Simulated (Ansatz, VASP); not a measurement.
**Two plane-wave programs on Pd**

```
Pd
1.0
     0.00000    1.95965    1.91573
     1.95965    0.00000    1.91573
     1.95965    1.95965    0.00000
Pd
1
Direct
  0.00000 0.00000 0.00000
```

Change from the starting cell: z stretched by -1.5 % at fixed volume, PAW files.

Alike in both runs: task electric field gradients; functional PBE; k mesh 18 × 18 × 18; occupations fermi-dirac, width 0.05 eV; no spin polarisation.

|  | VASP | Ansatz |
| --- | --- | --- |
| version | VASP 6.6.1 | Ansatz 0.2.0 |
| potentials or method | VASP PAW PBE potentials, release 64 (Pd) | PAW with Ansatz's default frozen-core files, scalar-relativistic |
| plane-wave cutoff (eV) | 520 | 420 |
| valence electrons in the cell | 10 | 18 |

Ansatz gave:

* pressure (GPa): 7.6
* traceless stress, the component that is largest in VASP (GPa): 0.83
* size of Vzz on the site where it differs most (V/Å²): 4.1

Problem. Estimate VASP's values.

Solution. Pressure (GPa): 7.3; traceless stress, the component that is largest in VASP (GPa): 0.83; size of Vzz on the site where it differs most (V/Å²): 2.8.

VASP's potentials hold 10 valence electrons a cell and Ansatz's 18, so a difference there can come from the potentials and not from the codes.
